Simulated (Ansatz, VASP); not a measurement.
## Al in VASP and in Ansatz

INCAR

```
  PREC = Accurate
  ENCUT = 520
  EDIFF = 1E-6
  ISMEAR = 0
  SIGMA = 0.05
  LREAL = F
  LASPH = T
  NELM = 60
  ALGO = Fast
  ISIF = 2
  LWAVE = F
  LCHARG = F
  GGA = CA
  NBANDS = 8
```

File KPOINTS:

```
Automatic mesh
0
Gamma
  12 12 12
```

The input POSCAR:

```
Al
1.0
   -1.5912186900      1.5912186900      1.5912186900
    1.5912186900     -1.5912186900      1.5912186900
    1.5912186900      1.5912186900     -1.5912186900
Al
1
Direct
    0.0000000000      0.0000000000      0.0000000000
```

File input.yaml:

```yaml
crystal:
  lattice:
    - [-1.59121869, 1.59121869, 1.59121869]
    - [1.59121869, -1.59121869, 1.59121869]
    - [1.59121869, 1.59121869, -1.59121869]
  atoms:
    - { symbol: Al, position: [0.0, 0.0, 0.0] }
kpoints:
  mp_grid: { grid: [12, 12, 12] }
scf:
  occupations: { method: gaussian, width: 0.05 }
hamiltonian:
  xc: lda
  pseudopotentials: { kind: all_electron, lapw: { basis_error: 0.001 } }
output:
  forces: true
  stress: true
  eigenvalues: true
```

Alike in both runs: task single point; functional LDA; k mesh 12 × 12 × 12; occupations gaussian, width 0.05 eV; no spin polarisation.

```csv
,VASP,Ansatz
version,VASP 6.6.1,Ansatz 0.2.0
potentials or method,"VASP PAW LDA potentials, release 64 (Al), cutoff 520 eV","all-electron LAPW, scalar-relativistic"
```

```csv
,VASP,Ansatz,Ansatz less VASP
gap on the k mesh at the Fermi level (eV),none,none,-
pressure (GPa),0.6,0.5,-0.06
```

LDA's correlation is that of Perdew and Zunger in VASP and of Perdew and Wang (1992) in Ansatz. A gap of «none» marks a metal or a gap that the smearing closes. Ansatz ran all-electron here, and VASP with PAW potentials.
